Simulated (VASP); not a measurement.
Set up this calculation in VASP 6.6.1, as the native input.

| Item | Value |
| --- | --- |
| Task | single point |
| Functional | LDA |
| Potentials or basis | VASP PAW LDA potentials, release 64 (Ti_sv, O) |
| Cutoff | 520 eV |
| k mesh | 8 × 8 × 10 |
| Occupations | gaussian, width 0.05 eV |
| Spin | no spin polarisation |
| Dipole correction | no |
| Further INCAR settings | ALGO = Normal; EDIFF = 1e-06; NBANDS = 33 |

The structure of TiO2 lies in POSCAR:

```
TiO2
1.0
    4.5001731416      0.0000000000      0.0000000000
    0.0000000000      4.5001731416      0.0000000000
    0.0000000000      0.0000000000      2.6632024652
Ti O
2 4
Direct
    0.0000000000      0.0000000000      0.0000000000
    0.5000000000      0.5000000000      0.5000000000
    0.3039457556      0.3039457556      0.0000000000
    0.1960542444      0.8039457556      0.5000000000
    0.6960542444      0.6960542444      0.0000000000
    0.8039457556      0.1960542444      0.5000000000
```

One way to write it, as run:

INCAR

```
PREC     = Accurate       # precision mode
ENCUT    = 520            # plane-wave cutoff, eV
EDIFF    = 1E-6           # SCF threshold, eV
ISMEAR   = 0              # smearing method
SIGMA    = 0.05           # smearing width, eV
LREAL    = F              # projectors in reciprocal space
LASPH    = T              # aspherical terms in the spheres
NELM     = 80             # most SCF steps
ALGO     = Normal         # electronic algorithm
ISIF     = 2              # what is computed and relaxed
LWAVE    = F              # write WAVECAR
LCHARG   = T              # write CHGCAR
GGA      = CA             # functional
LELF     = T              # ELF
LVHAR    = T            
NBANDS   = 33             # bands
```

KPOINTS

```
regular mesh
0
Gamma
  8 8 10
```

Potentials or basis: VASP PAW LDA potentials, release 64 (Ti_sv, O).

Run with:

```bash
$ cat potpaw_LDA.64/Ti_sv/POTCAR potpaw_LDA.64/O/POTCAR > POTCAR
$ mpirun -np 1 vasp_std > vasp.out
```

Results of the run:

The pressure is 45.7 GPa, the largest force is 1.406 eV/Å and the band gap on the k mesh is 2.20 eV (least direct gap 2.25 eV).

Caveat: the cell stands under pressure; forces of over 1 eV/Å act on the atoms, so gaps and moduli don't describe the material at rest.

Wall time 70 s on 1 thread of Intel(R) Xeon(R) 6975P-C (Granite Rapids), on a shared host, peak memory 0.23 GiB.
